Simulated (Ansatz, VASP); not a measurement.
## YHSe in VASP and in Ansatz

```xyz
3
Lattice="3.5337 0.0000 0.0000 -1.7668 3.0602 0.0000 0.0000 0.0000 4.2288" Properties=species:S:1:pos:R:3 pbc="T T T"
Y     0.0000    0.0000    0.0000
H     0.0000    2.0402    0.0000
Se    1.7668    1.0201    2.1144
```

Change from the starting cell: strain -0.080 along x and y, +0.080 along z, atoms carried along.

Alike in both runs: task single point; functional LDA; k mesh 9 × 9 × 8; occupations gaussian, width 0.05 eV; no spin polarisation.

```csv
,VASP,Ansatz
version,VASP 6.6.1,Ansatz 0.2.0
potentials or method,"VASP PAW LDA potentials, release 64 (Y_sv, H, Se), cutoff 520 eV","scalar-relativistic, plane waves, PAW"
valence electrons in the cell,18,28
```

|  | VASP | Ansatz | Ansatz less VASP |
| --- | --- | --- | --- |
| gap on the k mesh at the Fermi level (eV) | 1.36 | 1.38 | +0.014 |
| least direct gap on the mesh (eV) | 1.83 | 1.84 | +0.011 |
| pressure (GPa) | 3.5 | 3.4 | -0.09 |
| traceless stress, the component that is largest in VASP (GPa) | -19.78 | -19.81 | -0.030 |

LDA's correlation is that of Perdew and Zunger in VASP and of Perdew and Wang (1992) in Ansatz. VASP's potentials hold 18 valence electrons a cell and Ansatz's 28, so a difference there can come from the potentials and not from the codes.
